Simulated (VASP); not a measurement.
## TiFe: single point with LDA

The system is TiFe.

```
Ti Fe
1.0
     2.97600    0.00000    0.00000
     0.00000    2.97600    0.00000
     0.00000    0.00000    2.97600
Ti Fe
1 1
Cartesian
  1.4880 1.4880 1.4880
  0.0000 0.0000 0.0000
```

| Property | Result |
| --- | --- |
| Program | VASP 6.6.1 |
| Task | single point |
| Functional | LDA |
| Potentials or basis | VASP PAW LDA potentials, release 64 (Ti_sv, Fe) |
| Cutoff | 600 eV |
| k mesh | 7 × 7 × 7 |
| Occupations | fermi-dirac, width 0.1 eV |
| Spin | collinear spin, ferromagnetic start |
| Starting moments | [0.0, 3.5] μB |

* Pressure: -17.4 GPa
* Band gap on the k mesh: zero (filled and empty bands overlap)
* Net moment: 0.00 μB per cell
* Valence electrons inside the program's atomic spheres: Ti 10.35; Fe 7.35

Levels at points of the mesh, in eV from the Fermi level:
Spin up:
| k point | band 6 | band 7 | band 8 | band 9 | band 10 | band 11 | band 12 | band 13 | band 14 | band 15 |
| --- | --- | --- | --- | --- | --- | --- | --- | --- | --- | --- |
| (0.00, 0.00, 0.00) | -3.55 | -3.55 | -0.86 | -0.86 | -0.86 | 1.28 | 1.28 | 3.16 | 3.16 | 3.16 |
Spin down:
```tsv
k point	band 8	band 9	band 10	band 11	band 12	band 13
(0.00, 0.00, 0.00)	-0.86	-0.86	-0.86	1.28	1.28	3.16
```

Run time: 34 s on 1 thread of Intel Xeon 8259CL, with other jobs on the host, peak memory 0.14 GiB.

Caveat: the starting moments collapsed, and a magnetic state may lie lower.
